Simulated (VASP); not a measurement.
# GaSb3 in VASP: notebook

Runs on GaSb3. Level: PBEsol+D3(BJ). Tasks: single point.

Program: VASP 6.6.1. These are calculated values, not measurements. Logs are shortened: lines on timing, memory, paths and dates and some standing lists are left out, and cuts for length are marked.

### 1 The cell of the first run

It takes space group Fm-3m (No. 225, cubic). Conventional cell: a = 7.172 Å, b = 7.172 Å, c = 7.172 Å, α = 90.00°, β = 90.00°, γ = 90.00°. Ga (site symmetry m-3m) has 14 Sb at 3.11 to 3.59 Å within 4.1 Å. Within 4.1 Å of Sb (site symmetry -43m) lie 4 Ga at 3.11 Å and 10 Sb at 3.11 to 3.59 Å. Within 4.1 Å of Sb (site symmetry m-3m) lie 8 Sb at 3.11 Å and 6 Ga at 3.59 Å.

### 2 Single point, PBEsol+D3(BJ)

File INCAR:

```
ALGO     = Normal         # electronic algorithm
EDIFF    = 1E-6           # SCF threshold, eV
ENCUT    = 520            # plane-wave cutoff, eV
GGA      = PS             # functional
ISIF     = 2              # what is computed and relaxed
ISMEAR   = 0              # smearing method
IVDW     = 12             # dispersion correction
LASPH    = True           # aspherical terms in the spheres
LCHARG   = True           # write CHGCAR
LELF     = True           # ELF
LREAL    = False          # projectors in reciprocal space
LVHAR    = True         
LWAVE    = False          # write WAVECAR
NBANDS   = 22             # bands
NELM     = 100            # most SCF steps
PREC     = Accurate       # precision mode
SIGMA    = 0.15           # smearing width, eV
```

File KPOINTS:

```
k-points
0
Gamma
  10 10 10
```

File POSCAR:

```
GaSb3
1.0
    0.0000000000      3.5857729617      3.5857729617
    3.5857729617      0.0000000000      3.5857729617
    3.5857729617      3.5857729617      0.0000000000
Ga Sb
1 3
Direct
    0.0000000000      0.0000000000      0.0000000000
    0.2500000000      0.2500000000      0.2500000000
    0.7500000000      0.7500000000      0.7500000000
    0.5000000000      0.5000000000      0.5000000000
```

Potentials or basis: VASP PAW PBE potentials, release 64 (Ga_d, Sb).

On the command line:

```console
> cat potpaw_PBE.64/Ga_d/POTCAR potpaw_PBE.64/Sb/POTCAR > POTCAR
> mpirun -np 1 vasp_std > vasp.out
```

OUTCAR:

```text
EDIFF = 1E-6
   ENCUT = 520
   GGA = PS
   ISIF = 2
   ISMEAR = 0
   IVDW = 12
   LASPH = True
   LREAL = False
   NELM = 100
   PREC = Accurate
 IVDW          = 12

 ion  position               nearest neighbor table
   1  0.000  0.000  0.000-   3 3.11   3 3.11   3 3.11   2 3.11   3 3.11   2 3.11   2 3.11   2 3.11

   2  0.250  0.250  0.250-   1 3.11   1 3.11   1 3.11   1 3.11   4 3.11   4 3.11   4 3.11   4 3.11
                             3 3.59   3 3.59   3 3.59   3 3.59   3 3.59   3 3.59
   3  0.750  0.750  0.750-   4 3.11   4 3.11   4 3.11   1 3.11   4 3.11   1 3.11   1 3.11   1 3.11
                             2 3.59   2 3.59   2 3.59   2 3.59   2 3.59   2 3.59
   4  0.500  0.500  0.500-   2 3.11   2 3.11   2 3.11   2 3.11   3 3.11   3 3.11   3 3.11   3 3.11

  LATTYP: Found a face centered cubic cell.
 ALAT       =     7.1715459234

  Lattice vectors:

 A1 = (   0.0000000000,   3.5857729617,   3.5857729617)
 A2 = (   3.5857729617,   0.0000000000,   3.5857729617)
 A3 = (   3.5857729617,   3.5857729617,   0.0000000000)

Analysis of symmetry for initial positions (statically):
=====================================================================
 Subroutine PRICEL returns:
 Original cell was already a primitive cell.

 Routine SETGRP: Setting up the symmetry group for a
 face centered cubic supercell.

 Subroutine GETGRP returns: Found 48 space group operations
 (whereof 48 operations were pure point group operations)
 out of a pool of 48 trial point group operations.

The static configuration has the point symmetry O_h .

Analysis of symmetry for dynamics (positions and initial velocities):
=====================================================================
 Subroutine PRICEL returns:
 Original cell was already a primitive cell.

 Routine SETGRP: Setting up the symmetry group for a
 face centered cubic supercell.

 Subroutine GETGRP returns: Found 48 space group operations
 (whereof 48 operations were pure point group operations)
 out of a pool of 48 trial point group operations.

The dynamic configuration has the point symmetry O_h .

 Subroutine INISYM returns: Found 48 space group operations
 (whereof 48 operations are pure point group operations),
 and found     1 'primitive' translations

----------------------------------------------------------------------------------------

                                     Primitive cell

  volume of cell :      92.2101

  direct lattice vectors                    reciprocal lattice vectors
     0.000000000  3.585772962  3.585772962    -0.139439949  0.139439949  0.139439949
     3.585772962  0.000000000  3.585772962     0.139439949 -0.139439949  0.139439949
     3.585772962  3.585772962  0.000000000     0.139439949  0.139439949 -0.139439949

  length of vectors
     5.071048754  5.071048754  5.071048754     0.241517077  0.241517077  0.241517077

  position of ions in fractional coordinates (direct lattice)
     0.000000000  0.000000000  0.000000000
     0.250000000  0.250000000  0.250000000
     0.750000000  0.750000000  0.750000000
     0.500000000  0.500000000  0.500000000

  ion indices of the primitive-cell ions
   primitive index   ion index
                 1           1
                 2           2
                 3           3
                 4           4

----------------------------------------------------------------------------------------

 KPOINTS: k-points

Automatic generation of k-mesh.
 Grid dimensions read from file:
 generate k-points for:   10   10   10

 Generating k-lattice:

  Cartesian coordinates                     Fractional coordinates (reciprocal lattice)
    -0.013943995  0.013943995  0.013943995     0.100000000  0.000000000  0.000000000
     0.013943995 -0.013943995  0.013943995     0.000000000  0.100000000  0.000000000
     0.013943995  0.013943995 -0.013943995     0.000000000  0.000000000  0.100000000

  Length of vectors
     0.024151708  0.024151708  0.024151708

  Shift w.r.t. Gamma in fractional coordinates (k-lattice)
     0.000000000  0.000000000  0.000000000

 Subroutine IBZKPT returns following result:
 ===========================================

 Found     47 irreducible k-points:

 Following reciprocal coordinates:
            Coordinates               Weight
  0.000000  0.000000  0.000000      1.000000
  0.100000  0.000000  0.000000      8.000000
  0.200000  0.000000  0.000000      8.000000
  0.300000  0.000000  0.000000      8.000000
  0.400000  0.000000  0.000000      8.000000
  0.500000  0.000000  0.000000      4.000000
[... 16 lines left out ...]
  0.300000  0.300000  0.000000      6.000000
  0.400000  0.300000  0.000000     24.000000
 [... further k-points ...]
   k-points           NKPTS =     47   k-points in BZ     NKDIM =     47   number of bands    NBANDS=     22
   number of dos      NEDOS =    301   number of ions     NIONS =      4
   total plane-waves  NPLWV =  64000
   dimension x,y,z NGX =    40 NGY =   40 NGZ =   40
   dimension x,y,z NGXF=    80 NGYF=   80 NGZF=   80
   ions per type =               1   3
   NGX,Y,Z   is equivalent  to a cutoff of  13.11, 13.11, 13.11 a.u.
   NGXF,Y,Z  is equivalent  to a cutoff of  26.23, 26.23, 26.23 a.u.
 SYSTEM =  unknown system
   PREC   = accura    normal or accurate (medium, high low for compatibility)
   ISTART =      0    job   : 0-new  1-cont  2-samecut
   ICHARG =      2    charge: 1-file 2-atom 10-const
   ISPIN  =      1    spin polarized calculation?
   LNONCOLLINEAR =      F non collinear calculations
   LSORBIT =      F    spin-orbit coupling
   LASPH  =      T    aspherical Exc in radial PAW
   ENCUT  =  520.0 eV  38.22 Ry    6.18 a.u.   9.43  9.43  9.43*2*pi/ulx,y,z
   NELM   =    100;   NELMIN=  2; NELMDL= -5     # of ELM steps
   EDIFF  = 0.1E-05   stopping-criterion for ELM
   LREAL  =      F    real-space projection
   EDIFFG = 0.1E-04   stopping-criterion for IOM
   NSW    =      0    number of steps for IOM
   IBRION =     -1    ionic relax: 0-MD 1-quasi-New 2-CG
   NFREE  =      0    steps in history (QN), initial steepest desc. (CG)
   ISIF   =      2    stress and relaxation
   ISYM   =      2    0-nonsym 1-usesym 2-fastsym
   POTIM  = 0.5000    time-step for ionic-motion
   TEBEG  =    0.0;   TEEND  =   0.0 temperature during run
   PSTRESS=    0.0 pullay stress
   NELECT =      28.0000    total number of electrons
   NUPDOWN=      -1.0000    fix difference up-down
   EMIN   =  10.00;   EMAX   =-10.00  energy-range for DOS
   EFERMI =   0.00;   METHOD = LEGACY
   ISMEAR =     0;   SIGMA  =   0.15  broadening in eV -4-tet -1-fermi 0-gaus
   EFERMI_NEDOS =   21; number of points for ismear=-14 and -15
   IALGO  =     38    algorithm
   IMIX   =      4    mixing-type and parameters
     AMIX     =   0.40;   BMIX     =  1.00
     AMIX_MAG =   1.60;   BMIX_MAG =  1.00
  volume/ion in A,a.u.               =      23.05       155.57
  Fermi-wavevector in a.u.,A,eV,Ry     =   1.100360  2.079379 16.473821  1.210792
  Thomas-Fermi vector in A             =   2.236770
   LORBIT       =      0    0 simple, 1 ext, 2 COOP (PROOUT), +10 PAW based schemes
   GGA     = PS    functional components
   LHFCALC =     F    Hartree Fock is set to
   AEXX    =    0.0000 exact exchange contribution
   IVDW    =    12    specifies the selected vdW correction
   LEPSILON=     F    determine dielectric tensor
   LRPA    =     F    only Hartree local field effects (RPA)
 non-spin polarized calculation
 Gauss-broadening in eV      SIGMA  =   0.15
  energy-cutoff  :      520.00
  volume of cell :       92.21
 maximum number of plane-waves:      2511
 NGX is ok and might be reduce to    40
   NGX = 19   NGY = 19   NGZ = 19

 number of electron      27.9999998 magnetization

 Free energy of the ion-electron system (eV)
  ---------------------------------------------------
  ext. energy  EPLUGINS =         0.00000000
  ---------------------------------------------------
  free energy    TOTEN  =       -16.35365982 eV

  energy without entropy =      -16.33572370  energy(sigma->0) =      -16.34469176

 E-fermi :   8.7306     XC(G=0): -10.8319

 val. band max:        8.6945037596   @ k =   0.4000   0.3000   0.1000
 cond. band min:       8.7317029462   @ k =   0.2000   0.1000   0.0000
 fundamental gap:      0.0371991867
 Fermi energy:         8.7305832549

 k-point     1 :       0.0000    0.0000    0.0000
  band No.  band energies     occupation
      1      -6.0008      2.00000
      2      -6.0008      2.00000
      3      -6.0008      2.00000
      4      -5.9809      2.00000
      5      -5.9809      2.00000
      6      -4.5881      2.00000
[... 14 lines left out ...]
     21      16.5503      0.00000
     22      16.5503      0.00000

 k-point     2 :       0.1000    0.0000    0.0000
  band No.  band energies     occupation
      1      -6.0017      2.00000
      2      -6.0004      2.00000
      3      -6.0004      2.00000
      4      -5.9811      2.00000
      5      -5.9811      2.00000
      6      -4.5016      2.00000
[... 14 lines left out ...]
     21      15.7333      0.00000
     22      16.3179      0.00000

 k-point     3 :       0.2000    0.0000    0.0000
  band No.  band energies     occupation
      1      -6.0042      2.00000
      2      -5.9995      2.00000
      3      -5.9995      2.00000
      4      -5.9814      2.00000
      5      -5.9814      2.00000
      6      -4.2432      2.00000
[... 14 lines left out ...]
     21      14.1123      0.00000
     22      15.5177      0.00000

 k-point     4 :       0.3000    0.0000    0.0000
  band No.  band energies     occupation
      1      -6.0077      2.00000
      2      -5.9984      2.00000
      3      -5.9984      2.00000
      4      -5.9817      2.00000
      5      -5.9817      2.00000
      6      -3.8187      2.00000
[... 14 lines left out ...]
     21      14.2203      0.00000
     22      14.7396      0.00000

 k-point     5 :       0.4000    0.0000    0.0000
  band No.  band energies     occupation
      1      -6.0107      2.00000
      2      -5.9976      2.00000
      3      -5.9976      2.00000
      4      -5.9818      2.00000
      5      -5.9818      2.00000
      6      -3.2569      2.00000
[... 14 lines left out ...]
     21      14.0249      0.00000
     22      16.2506      0.00000

 k-point     6 :       0.5000    0.0000    0.0000
  band No.  band energies     occupation
      1      -6.0119      2.00000
      2      -5.9974      2.00000
      3      -5.9974      2.00000
      4      -5.9818      2.00000
      5      -5.9818      2.00000
      6      -2.8201      2.00000
[... 14 lines left out ...]
     21      14.7967      0.00000
     22      17.9399      0.00000

 k-point     7 :       0.1000    0.1000    0.0000
  band No.  band energies     occupation
      1      -6.0023      2.00000
      2      -6.0001      2.00000
      3      -6.0001      2.00000
      4      -5.9815      2.00000
      5      -5.9808      2.00000
      6      -4.4728      2.00000
[... 324 lines left out ...]
      6      -2.5860      2.00000
[... 14 lines left out ...]
     21      14.2597      0.00000
     22      17.3207      0.00000

 k-point    21 :      -0.3000    0.2000    0.0000
  band No.  band energies     occupation
      1      -6.0069      2.00000
      2      -6.0013      2.00000
      3      -5.9965      2.00000
      4      -5.9833      2.00000
      5      -5.9825      2.00000
      6      -3.1540      2.00000
[... 14 lines left out ...]
     21      14.7511      0.00000
     22      16.0365      0.00000

 k-point    22 :      -0.2000    0.2000    0.0000
  band No.  band energies     occupation
      1      -6.0059      2.00000
      2      -6.0003      2.00000
      3      -5.9977      2.00000
      4      -5.9826      2.00000
      5      -5.9821      2.00000
      6      -3.6748      2.00000
[... 14 lines left out ...]
     21      14.6686      0.00000
     22      15.4692      0.00000

 k-point    23 :       0.3000    0.3000    0.0000
  band No.  band energies     occupation
      1      -6.0110      2.00000
      2      -5.9957      2.00000
      3      -5.9957      2.00000
      4      -5.9869      2.00000
      5      -5.9799      2.00000
      6      -3.5568      2.00000
[... 14 lines left out ...]
     21      13.3906      0.00000
     22      13.3906      0.00000

 k-point    24 :       0.4000    0.3000    0.0000
  band No.  band energies     occupation
      1      -6.0125      2.00000
      2      -5.9955      2.00000
      3      -5.9947      2.00000
      4      -5.9881      2.00000
      5      -5.9799      2.00000
      6      -3.1370      2.00000
[... 14 lines left out ...]
     21      13.5893      0.00000
     22      13.6516      0.00000

 [... further k-points ...]

------------------------ aborting loop because EDIFF is reached ----------------------------------------

 Edisp (eV)   -1.97288

 E8    (eV) :    -1.3571

  FORCE on cell =-STRESS in cart. coord.  units (eV):
  Direction    XX          YY          ZZ          XY          YZ          ZX
  --------------------------------------------------------------------------------------
  -------------------------------------------------------------------------------------
  Total       0.06107     0.06107     0.06107     0.00000    -0.00000     0.00000
  in kB       1.06108     1.06108     1.06108     0.00000    -0.00000     0.00000
  external pressure =        1.06 kB  Pullay stress =        0.00 kB

 VOLUME and BASIS-vectors are now :
 -----------------------------------------------------------------------------
  energy-cutoff  :      520.00
  volume of cell :       92.21
      direct lattice vectors                 reciprocal lattice vectors
     0.000000000  3.585772962  3.585772962    -0.139439949  0.139439949  0.139439949
     3.585772962  0.000000000  3.585772962     0.139439949 -0.139439949  0.139439949
     3.585772962  3.585772962  0.000000000     0.139439949  0.139439949 -0.139439949

 POSITION                                       TOTAL-FORCE (eV/Angst)
 -----------------------------------------------------------------------------------
      0.00000      0.00000      0.00000        -0.000000     -0.000000     -0.000000
      1.79289      1.79289      1.79289         0.000000     -0.000000      0.000000
      5.37866      5.37866      5.37866        -0.000000      0.000000     -0.000000
      3.58577      3.58577      3.58577        -0.000000     -0.000000     -0.000000
 -----------------------------------------------------------------------------------
    total drift:                               -0.000000      0.000000      0.000000

  FREE ENERGIE OF THE ION-ELECTRON SYSTEM (eV)
  ---------------------------------------------------
  free  energy   TOTEN  =       -18.3265418574 eV

  energy  without entropy=      -18.3086057337  energy(sigma->0) =      -18.31757380
```

Wall time 47 s (1 thread of Intel Xeon 6975P-C (Granite Rapids), shared host); peak memory 0.3 GiB.

What came out:

```
Free energy                : -18.3265 eV
Pressure                   : 0.1 GPa
Band gap on the k mesh     : zero (band 14 reaches 10.33 eV, above the bottom of band 15 at 6.16 eV)
Dispersion energy per atom : -0.493 eV
```

Caveat: the PAW data sets were made with another functional, which shifts forces and pressure a little; spin-orbit coupling is left out, which moves the levels of the heavy elements; pairwise dispersion overbinds metals, which lowers pressure and volume.

(Continued in part 2 of 2.)
